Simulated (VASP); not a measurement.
# Ge in VASP: a series of runs

The runs below take Ge through single point, with PBE+D3(BJ).

All numbers are computed with VASP 6.6.1; they aren't measurements. Logs are shortened: lines on timing, memory, paths and dates and some standing lists are left out, and cuts for length are marked.

## (1) The cell of the first run

The cell holds a slab with vacuum, 2 atoms: a = 3.836 Å, b = 3.836 Å, c = 28.000 Å, α = 90.00°, β = 90.00°, γ = 120.00°.

## (2) Single point, PBE+D3(BJ)

File INCAR:

```
SYSTEM = Ge
  PREC = Accurate
  ENCUT = 520
  EDIFF = 1E-6
  ISMEAR = 0
  SIGMA = 0.1
  LREAL = .FALSE.
  LASPH = .TRUE.
  NELM = 80
  ALGO = Normal
  ISIF = 2
  LWAVE = .FALSE.
  LCHARG = .TRUE.
  LDIPOL = .TRUE.
  IDIPOL = 3
  DIPOL = 0.5 0.5 0.500
  GGA = PE
  IVDW = 12
  LELF = .TRUE.
  LVHAR = .TRUE.
  LVACPOTAV = .TRUE.
  NBANDS = 21
```

File KPOINTS:

```
regular mesh
0
G
  12 12 1
  0 0 0
```

File POSCAR:

```
Ge
1.0
    3.8360000000      0.0000000000      0.0000000000
   -1.9180000000      3.3220734489      0.0000000000
    0.0000000000      0.0000000000     28.0000000000
Ge
2
Direct
    0.3333333333      0.6666666667      0.5052321429
    0.6666666667      0.3333333333      0.4947678571
```

Potentials or basis: VASP PAW PBE potentials, release 64 (Ge_d).

Launch:

```bash
cat potpaw_PBE.64/Ge_d/POTCAR > POTCAR
mpirun -np 1 vasp_std > vasp.out
```

OUTCAR:

```text
SYSTEM = Ge
   PREC = Accurate
   ENCUT = 520
   EDIFF = 1E-6
   ISMEAR = 0
   LREAL = .FALSE.
   LASPH = .TRUE.
   NELM = 80
   ISIF = 2
   GGA = PE
   IVDW = 12
 IVDW          = 12

 ion  position               nearest neighbor table
   1  0.333  0.667  0.505-   2 2.23   2 2.23   2 2.23
   2  0.667  0.333  0.495-   1 2.23   1 2.23   1 2.23

  LATTYP: Found a hexagonal cell.
 ALAT       =     3.8360000000
 C/A-ratio  =     7.2992700730

  Lattice vectors:

 A1 = (   3.8360000000,   0.0000000000,   0.0000000000)
 A2 = (  -1.9180000000,   3.3220734489,   0.0000000000)
 A3 = (   0.0000000000,   0.0000000000,  28.0000000000)

Analysis of symmetry for initial positions (statically):
=====================================================================
 Subroutine PRICEL returns:
 Original cell was already a primitive cell.

 Routine SETGRP: Setting up the symmetry group for a
 hexagonal supercell.

 Subroutine GETGRP returns: Found 12 space group operations
 (whereof 12 operations were pure point group operations)
 out of a pool of 24 trial point group operations.

The static configuration has the point symmetry D_3d.

Analysis of symmetry for dynamics (positions and initial velocities):
=====================================================================
 Subroutine PRICEL returns:
 Original cell was already a primitive cell.

 Routine SETGRP: Setting up the symmetry group for a
 hexagonal supercell.

 Subroutine GETGRP returns: Found 12 space group operations
 (whereof 12 operations were pure point group operations)
 out of a pool of 24 trial point group operations.

The dynamic configuration has the point symmetry D_3d.

 Subroutine INISYM returns: Found 12 space group operations
 (whereof 12 operations are pure point group operations),
 and found     1 'primitive' translations

----------------------------------------------------------------------------------------

                                     Primitive cell

  volume of cell :     356.8173

  direct lattice vectors                    reciprocal lattice vectors
     3.836000000  0.000000000  0.000000000     0.260688217  0.150508412  0.000000000
    -1.918000000  3.322073449  0.000000000     0.000000000  0.301016824  0.000000000
     0.000000000  0.000000000 28.000000000     0.000000000  0.000000000  0.035714286

  length of vectors
     3.836000000  3.836000000 28.000000000     0.301016824  0.301016824  0.035714286

  position of ions in fractional coordinates (direct lattice)
     0.333333333  0.666666667  0.505232143
     0.666666667  0.333333333  0.494767857

  ion indices of the primitive-cell ions
   primitive index   ion index
                 1           1
                 2           2

----------------------------------------------------------------------------------------

 KPOINTS: regular mesh

Automatic generation of k-mesh.
 Grid dimensions read from file:
 generate k-points for:   12   12    1

 Generating k-lattice:

  Cartesian coordinates                     Fractional coordinates (reciprocal lattice)
     0.021724018  0.012542368  0.000000000     0.083333333  0.000000000  0.000000000
     0.000000000  0.025084735  0.000000000     0.000000000  0.083333333  0.000000000
     0.000000000  0.000000000  0.035714286     0.000000000  0.000000000  1.000000000

  Length of vectors
     0.025084735  0.025084735  0.035714286

  Shift w.r.t. Gamma in fractional coordinates (k-lattice)
     0.000000000  0.000000000  0.000000000

 Subroutine IBZKPT returns following result:
 ===========================================

 Found     19 irreducible k-points:

 Following reciprocal coordinates:
            Coordinates               Weight
  0.000000  0.000000  0.000000      1.000000
  0.083333 -0.000000  0.000000      6.000000
  0.166667  0.000000  0.000000      6.000000
  0.250000 -0.000000  0.000000      6.000000
  0.333333  0.000000  0.000000      6.000000
  0.416667 -0.000000  0.000000      6.000000
[... 11 lines left out ...]
  0.333333  0.250000  0.000000     12.000000
  0.333333  0.333333  0.000000      2.000000
   k-points           NKPTS =     19   k-points in BZ     NKDIM =     19   number of bands    NBANDS=     21
   number of dos      NEDOS =    301   number of ions     NIONS =      2
   total plane-waves  NPLWV = 189000
   dimension x,y,z NGX =    30 NGY =   30 NGZ =  210
   dimension x,y,z NGXF=    60 NGYF=   60 NGZF=  420
   ions per type =               2
   NGX,Y,Z   is equivalent  to a cutoff of  13.00, 13.00, 12.47 a.u.
   NGXF,Y,Z  is equivalent  to a cutoff of  26.00, 26.00, 24.94 a.u.
 SYSTEM =  Ge
   PREC   = accura    normal or accurate (medium, high low for compatibility)
   ISTART =      0    job   : 0-new  1-cont  2-samecut
   ICHARG =      2    charge: 1-file 2-atom 10-const
   ISPIN  =      1    spin polarized calculation?
   LNONCOLLINEAR =      F non collinear calculations
   LSORBIT =      F    spin-orbit coupling
   LASPH  =      T    aspherical Exc in radial PAW
   ENCUT  =  520.0 eV  38.22 Ry    6.18 a.u.   7.13  7.13 52.06*2*pi/ulx,y,z
   NELM   =     80;   NELMIN=  2; NELMDL= -5     # of ELM steps
   EDIFF  = 0.1E-05   stopping-criterion for ELM
   LREAL  =      F    real-space projection
   EDIFFG = 0.1E-04   stopping-criterion for IOM
   NSW    =      0    number of steps for IOM
   IBRION =     -1    ionic relax: 0-MD 1-quasi-New 2-CG
   NFREE  =      0    steps in history (QN), initial steepest desc. (CG)
   ISIF   =      2    stress and relaxation
   ISYM   =      2    0-nonsym 1-usesym 2-fastsym
   POTIM  = 0.5000    time-step for ionic-motion
   TEBEG  =    0.0;   TEEND  =   0.0 temperature during run
   PSTRESS=    0.0 pullay stress
   NELECT =      28.0000    total number of electrons
   NUPDOWN=      -1.0000    fix difference up-down
   EMIN   =  10.00;   EMAX   =-10.00  energy-range for DOS
   EFERMI =   0.00;   METHOD = LEGACY
   ISMEAR =     0;   SIGMA  =   0.10  broadening in eV -4-tet -1-fermi 0-gaus
   EFERMI_NEDOS =   21; number of points for ismear=-14 and -15
   IALGO  =     38    algorithm
   IMIX   =      4    mixing-type and parameters
     AMIX     =   0.40;   BMIX     =  1.00
     AMIX_MAG =   1.60;   BMIX_MAG =  1.00
  volume/ion in A,a.u.               =     178.41      1203.96
  Fermi-wavevector in a.u.,A,eV,Ry     =   0.700883  1.324477  6.683686  0.491237
  Thomas-Fermi vector in A             =   1.785158
   LORBIT       =      0    0 simple, 1 ext, 2 COOP (PROOUT), +10 PAW based schemes
   GGA     = PE    functional components
   LHFCALC =     F    Hartree Fock is set to
   AEXX    =    0.0000 exact exchange contribution
   IVDW    =    12    specifies the selected vdW correction
   LEPSILON=     F    determine dielectric tensor
   LRPA    =     F    only Hartree local field effects (RPA)
 non-spin polarized calculation
 Gauss-broadening in eV      SIGMA  =   0.10
  energy-cutoff  :      520.00
  volume of cell :      356.82
 maximum number of plane-waves:      9687
 NGX is ok and might be reduce to    30
   NGX = 15   NGY = 15   NGZ =105

 dipolmoment           0.000000      0.000000      0.000000 electrons x Angstroem

 number of electron      27.9999989 magnetization

 dipolmoment           0.000000      0.000000     -0.000000 electrons x Angstroem

 Free energy of the ion-electron system (eV)
  ---------------------------------------------------
  ext. energy  EPLUGINS =         0.00000000
  ---------------------------------------------------
  free energy    TOTEN  =        -7.58981978 eV

  energy without entropy =       -7.58825259  energy(sigma->0) =       -7.58903618

 E-fermi :  -3.1399     XC(G=0):  -1.6744

 val. band max:       -3.1398658167   @ k =   0.3333   0.3333   0.0000
 cond. band min:      -3.1398656908   @ k =   0.3333   0.3333   0.0000
 fundamental gap:      0.0000001259
 Fermi energy:        -3.1398657540

 k-point     1 :       0.0000    0.0000    0.0000
  band No.  band energies     occupation
      1     -28.2730      2.00000
      2     -28.2562      2.00000
      3     -28.2562      2.00000
      4     -28.1982      2.00000
      5     -28.1982      2.00000
      6     -27.9536      2.00000
[... 13 lines left out ...]
     20       1.2028      0.00000
     21       1.6392      0.00000

 k-point     2 :       0.0833   -0.0000    0.0000
  band No.  band energies     occupation
      1     -28.2777      2.00000
      2     -28.2744      2.00000
      3     -28.2701      2.00000
      4     -28.1896      2.00000
      5     -28.1863      2.00000
      6     -27.9604      2.00000
[... 13 lines left out ...]
     20       1.2959      0.00000
     21       1.7330      0.00000

 k-point     3 :       0.1667    0.0000    0.0000
  band No.  band energies     occupation
      1     -28.3090      2.00000
      2     -28.3086      2.00000
      3     -28.2757      2.00000
      4     -28.1809      2.00000
      5     -28.1644      2.00000
      6     -27.9793      2.00000
[... 13 lines left out ...]
     20       1.8986      0.00000
     21       2.0152      0.00000
[... 337 lines left out ...]
 k-point    18 :       0.3333    0.2500    0.0000
  band No.  band energies     occupation
      1     -28.4695      2.00000
      2     -28.3155      2.00000
      3     -28.2899      2.00000
      4     -28.1938      2.00000
      5     -28.0750      2.00000
      6     -28.0540      2.00000
[... 13 lines left out ...]
     20       4.4564      0.00000
     21       4.5761      0.00000

 k-point    19 :       0.3333    0.3333    0.0000
  band No.  band energies     occupation
      1     -28.4776      2.00000
      2     -28.3001      2.00000
      3     -28.3001      2.00000
      4     -28.1957      2.00000
      5     -28.0635      2.00000
      6     -28.0635      2.00000
[... 13 lines left out ...]
     20       4.2256      0.00000
     21       4.2256      0.00000

------------------------ aborting loop because EDIFF is reached ----------------------------------------

 vacuum level on the upper side and lower side of the slab       (xc-potential included)        -0.132        -0.132

 Edisp (eV)   -0.33946

 E8    (eV) :    -0.1625

  FORCE on cell =-STRESS in cart. coord.  units (eV):
  Direction    XX          YY          ZZ          XY          YZ          ZX
  --------------------------------------------------------------------------------------
  -------------------------------------------------------------------------------------
  Total       5.31024     5.31024     0.22435     0.00000    -0.00000     0.00000
  in kB      23.84400    23.84400     1.00737     0.00000    -0.00000     0.00000
  external pressure =       16.23 kB  Pullay stress =        0.00 kB

 VOLUME and BASIS-vectors are now :
 -----------------------------------------------------------------------------
  energy-cutoff  :      520.00
  volume of cell :      356.82
      direct lattice vectors                 reciprocal lattice vectors
     3.836000000  0.000000000  0.000000000     0.260688217  0.150508412  0.000000000
    -1.918000000  3.322073449  0.000000000     0.000000000  0.301016824  0.000000000
     0.000000000  0.000000000 28.000000000     0.000000000  0.000000000  0.035714286

 POSITION                                       TOTAL-FORCE (eV/Angst)
 -----------------------------------------------------------------------------------
     -0.00000      2.21472     14.14650        -0.000000     -0.000000      0.816175
      1.91800      1.10736     13.85350         0.000000      0.000000     -0.816175
 -----------------------------------------------------------------------------------
    total drift:                               -0.000000      0.000000     -0.000000

  FREE ENERGIE OF THE ION-ELECTRON SYSTEM (eV)
  ---------------------------------------------------
  free  energy   TOTEN  =        -7.9292813589 eV

  energy  without entropy=       -7.9277141656  energy(sigma->0) =       -7.92849776

 vacuum level on the upper side and lower side of the slab         1.177         1.177
```

It took 2.4 min on 1 thread of Intel Xeon 6975P-C (Granite Rapids), shared host; peak memory 0.49 GiB.

What came out:

* Free energy: -7.9293 eV
* Largest force: 0.816 eV/Å
* Band gap on the k mesh: zero (filled and empty bands touch)
* Dispersion energy per atom: -0.170 eV
* Work function of the upper face: 4.32 eV
* Work function of the lower face: 4.32 eV

Forces on the atoms (eV/Å):
```
Ge   0.000  0.000  0.816
Ge   0.000  0.000 -0.816
```

## (3) Single point, PBE+D3(BJ)

File INCAR:

```
PREC = Accurate
ENCUT = 520
EDIFF = 1E-6
ISMEAR = 0
SIGMA = 0.1
LREAL = F
LASPH = T
NELM = 100
ALGO = Normal
ISIF = 2
LWAVE = F
LCHARG = T
LDIPOL = T
IDIPOL = 3
DIPOL = 0.5 0.5 0.500
GGA = PE
IVDW = 12
LELF = T
LVHAR = T
LVACPOTAV = T
NBANDS = 21
```

File KPOINTS:

```
Automatic mesh
0
Gamma
  12 12 1
```

File POSCAR:

```
Ge
1.0
    3.8360000000      0.0000000000      0.0000000000
   -1.9180000000      3.3220734489      0.0000000000
    0.0000000000      0.0000000000     28.0000000000
Ge
2
Direct
    0.3333333333      0.6666666667      0.5104821429
    0.6666666667      0.3333333333      0.4895178571
```

Potentials or basis: VASP PAW PBE potentials, release 64 (Ge_d).

Launch:

```bash
cat potpaw_PBE.64/Ge_d/POTCAR > POTCAR
mpirun -np 1 vasp_std > vasp.out
```

OUTCAR:

```text
PREC = Accurate
   ENCUT = 520
   EDIFF = 1E-6
   ISMEAR = 0
   LREAL = F
   LASPH = T
   NELM = 100
   ISIF = 2
   GGA = PE
   IVDW = 12
 IVDW          = 12

 ion  position               nearest neighbor table
   1  0.333  0.667  0.510-   2 2.29   2 2.29   2 2.29
   2  0.667  0.333  0.490-   1 2.29   1 2.29   1 2.29

  LATTYP: Found a hexagonal cell.
 ALAT       =     3.8360000000
 C/A-ratio  =     7.2992700730

  Lattice vectors:

 A1 = (   3.8360000000,   0.0000000000,   0.0000000000)
[... 640 lines left out ...]

 Edisp (eV)   -0.33848

 E8    (eV) :    -0.1620

  FORCE on cell =-STRESS in cart. coord.  units (eV):
  Direction    XX          YY          ZZ          XY          YZ          ZX
  --------------------------------------------------------------------------------------
  -------------------------------------------------------------------------------------
  Total       3.97501     3.97501     0.39137     0.00000     0.00000     0.00000
  in kB      17.84855    17.84855     1.75731     0.00000     0.00000     0.00000
  external pressure =       12.48 kB  Pullay stress =        0.00 kB

 VOLUME and BASIS-vectors are now :
 -----------------------------------------------------------------------------
  energy-cutoff  :      520.00
  volume of cell :      356.82
      direct lattice vectors                 reciprocal lattice vectors
     3.836000000  0.000000000  0.000000000     0.260688217  0.150508412  0.000000000
    -1.918000000  3.322073449  0.000000000     0.000000000  0.301016824  0.000000000
     0.000000000  0.000000000 28.000000000     0.000000000  0.000000000  0.035714286

 POSITION                                       TOTAL-FORCE (eV/Angst)
 -----------------------------------------------------------------------------------
     -0.00000      2.21472     14.29350        -0.000000      0.000000      0.687715
      1.91800      1.10736     13.70650         0.000000     -0.000000     -0.687715
 -----------------------------------------------------------------------------------
    total drift:                               -0.000000      0.000000     -0.000000

  FREE ENERGIE OF THE ION-ELECTRON SYSTEM (eV)
  ---------------------------------------------------
  free  energy   TOTEN  =        -8.1795774723 eV

  energy  without entropy=       -8.1780102790  energy(sigma->0) =       -8.17879388

 vacuum level on the upper side and lower side of the slab         1.149         1.149
```

stdout:

```text
POSCAR found type information on POSCAR Ge
 POSCAR found :  1 types and       2 ions
 scaLAPACK will be used
 LDA part: xc-table for (Slater+PW92), standard interpolation
 POSCAR, INCAR and KPOINTS ok, starting setup
 FFT: planning ... GRIDC
 FFT: planning ... GRID_SOFT
 FFT: planning ... GRID
 WAVECAR not read
 entering main loop
 -----------------------------------------------------------------------------
|                                                                             |
|           W    W    AA    RRRRR   N    N  II  N    N   GGGG   !!!           |
|           W    W   A  A   R    R  NN   N  II  NN   N  G    G  !!!           |
|           W    W  A    A  R    R  N N  N  II  N N  N  G       !!!           |
|           W WW W  AAAAAA  RRRRR   N  N N  II  N  N N  G  GGG   !            |
|           WW  WW  A    A  R   R   N   NN  II  N   NN  G    G                |
|           W    W  A    A  R    R  N    N  II  N    N   GGGG   !!!           |
|                                                                             |
|     Did not find any points to average over, which means that no vacuum     |
|     field-free region was found. Please increase the size of  your cell     |
|     in the dimension of the dipole correction to obtain accurate            |
|     workfunction values.                                                    |
|                                                                             |
 -----------------------------------------------------------------------------
```

Run time: 2.1 min. Hardware: 1 thread of Intel Xeon 6975P-C (Granite Rapids), shared host; peak memory 0.49 GiB.

What came out:

```
Free energy                : -8.1796 eV
Largest force              : 0.688 eV/Å
Band gap on the k mesh     : zero (filled and empty bands touch)
Dispersion energy per atom : -0.169 eV
```

Forces on the atoms (eV/Å):
```
Ge   0.000  0.000  0.688
Ge   0.000  0.000 -0.688
```

## (4) Single point, PBE+D3(BJ)

File INCAR:

```
SYSTEM = Ge
PREC = Accurate
ENCUT = 520
EDIFF = 1E-6
ISMEAR = 0
SIGMA = 0.1
LREAL = .False.
LASPH = .True.
NELM = 80
ALGO = Normal
ISIF = 2
LWAVE = .False.
LCHARG = .True.
LDIPOL = .True.
IDIPOL = 3
DIPOL = 0.5 0.5 0.500
GGA = PE
IVDW = 12
LELF = .True.
LVHAR = .True.
LVACPOTAV = .True.
NBANDS = 21
```

File KPOINTS:

```
regular mesh
0
Gamma
  12 12 1
  0 0 0
```

File POSCAR:

```
Ge
1.0
    3.8360000000      0.0000000000      0.0000000000
   -1.9180000000      3.3220734489      0.0000000000
    0.0000000000      0.0000000000     28.0000000000
Ge
2
Direct
    0.3333333333      0.6666666667      0.5157142857
    0.6666666667      0.3333333333      0.4842857143
```

Launch:

```bash
cat potpaw_PBE.64/Ge_d/POTCAR > POTCAR
mpirun -np 1 vasp_std > vasp.out
```

Run time: 2.3 min. Hardware: 1 thread of Intel Xeon 6975P-C (Granite Rapids), shared host; peak memory 0.48 GiB.

The run converged. Its results:

* Free energy: -8.2353 eV
* Largest force: 0.410 eV/Å
* Band gap on the k mesh: zero (band 14 reaches -2.87 eV, above the bottom of band 15 at -3.37 eV)
* Dispersion energy per atom: -0.169 eV

Forces on the atoms (eV/Å):
```
Ge   0.000  0.000 -0.410
Ge   0.000  0.000  0.410
```

Levels at points of the mesh, in eV from the Fermi level:
```
           k point  band 11  band 12  band 13  band 14  band 15  band 16  band 17  band 18
(0.00, 0.00, 0.00)   -11.72    -4.21     0.11     0.11     1.46     1.95     3.86     4.07
(0.50, 0.00, 0.00)    -9.36    -7.46    -1.70    -1.63     0.21     2.17     4.93     6.13
```
